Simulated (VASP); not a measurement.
A run of VASP 6.6.1 is set up as follows.

The input INCAR:

```
SYSTEM = YbSe2
ALGO = Normal ; EDIFF = 1E-7
ENCUT = 520 ; GGA = PE
ISIF = 2 ; ISMEAR = 0
ISPIN = 2 ; LASPH = .TRUE.
LCHARG = .FALSE. ; LMAXMIX = 6
LORBIT = 11 ; LREAL = .FALSE.
LWAVE = .FALSE. ; MAGMOM = 1 0 0
NBANDS = 29 ; NELM = 150
PREC = Accurate ; SIGMA = 0.05
```

Contents of KPOINTS:

```
k-points
0
G
  10 10 10
  0 0 0
```

File POSCAR:

```
YbSe2
1.0
    0.0000000000      3.4085997213      3.4085997213
    3.4085997213      0.0000000000      3.4085997213
    3.4085997213      3.4085997213      0.0000000000
Yb Se
1 2
Direct
    0.0000000000      0.0000000000      0.0000000000
    0.2500000000      0.2500000000      0.2500000000
    0.7500000000      0.7500000000      0.7500000000
```

Potentials or basis: VASP PAW PBE potentials, release 64 (Yb, Se).

Command:

```sh
$ cat potpaw_PBE.64/Yb/POTCAR potpaw_PBE.64/Se/POTCAR > POTCAR
$ mpirun -np 1 vasp_std > vasp.out
```

(1) Estimate the band gap on the k mesh.

(2) Predict the net moment.

(3) Predict the pressure.

Results:

(1) zero (filled and empty bands overlap).

(2) -0.01 μB per cell.

(3) -0.1 GPa.

Caveat: spin-orbit coupling is left out, which moves the levels of the heavy elements.
